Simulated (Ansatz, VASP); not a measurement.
# As: VASP beside Ansatz

```
As
1.0
     5.01707    0.00000    0.00000
    -2.50854    4.34491    0.00000
     0.00000    0.00000    2.92209
As
3
Direct
  0.00000 0.00000 0.00000
  0.33333 0.66667 0.50000
  0.66667 0.33333 0.50000
```

Alike in both runs: functional BLYP; k mesh 8 × 8 × 11; occupations fermi-dirac, width 0.1 eV; no spin polarisation.

Ansatz relaxed the structure, and its values are those at the end. VASP's run is a single point on that final structure, the one shown.

|  | VASP | Ansatz |
| --- | --- | --- |
| version | VASP 6.6.1 | Ansatz 0.2.0 |
| potentials or method | VASP PAW PBE potentials, release 64 (As), cutoff 520 eV | plane waves (420 eV) with PAW, scalar-relativistic |
| valence electrons in the cell | 15 | 45 |

Ansatz gave:

| Item | Value |
| --- | --- |
| pressure (GPa) | 0.0 |

Task: What did VASP give for the same quantities?

Result: Pressure (GPa): 0.2.

VASP's potentials were made for PBE, not for BLYP. VASP's potentials hold 15 valence electrons a cell and Ansatz's 45, so a difference there can come from the potentials and not from the codes.
